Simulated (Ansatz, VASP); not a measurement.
CeO2 in VASP and in Ansatz

```
Ce O
1.0
     0.00000    2.70365    2.70365
     2.70365    0.00000    2.70365
     2.70365    2.70365    0.00000
Ce O
1 2
Direct
  0.00000 0.00000 0.00000
  0.25000 0.25000 0.25000
  0.75000 0.75000 0.75000
```

Alike in both runs: task single point; functional r2SCAN; dispersion rVV10; k mesh 6 × 6 × 6; occupations gaussian, width 0.1 eV; no spin polarisation.

```csv
,VASP,Ansatz
version,VASP 6.6.1,Ansatz 0.2.0
potentials or method,"VASP PAW PBE potentials, release 64 (Ce, O), cutoff 520 eV","scalar-relativistic, plane waves, PAW"
valence electrons in the cell,24,24
```

VASP gave:

```
gap on the k mesh at the Fermi level (eV) : 2.33
least direct gap on the mesh (eV)         : 2.42
pressure (GPa)                            : 1.6
```

**Question.** Which values does Ansatz return?

**Answer.** gap on the k mesh at the Fermi level (eV): 2.38; least direct gap on the mesh (eV): 2.47; pressure (GPa): 1.7.

VASP's potentials were made for PBE, not for r2SCAN.

Spin-orbit coupling is off throughout.
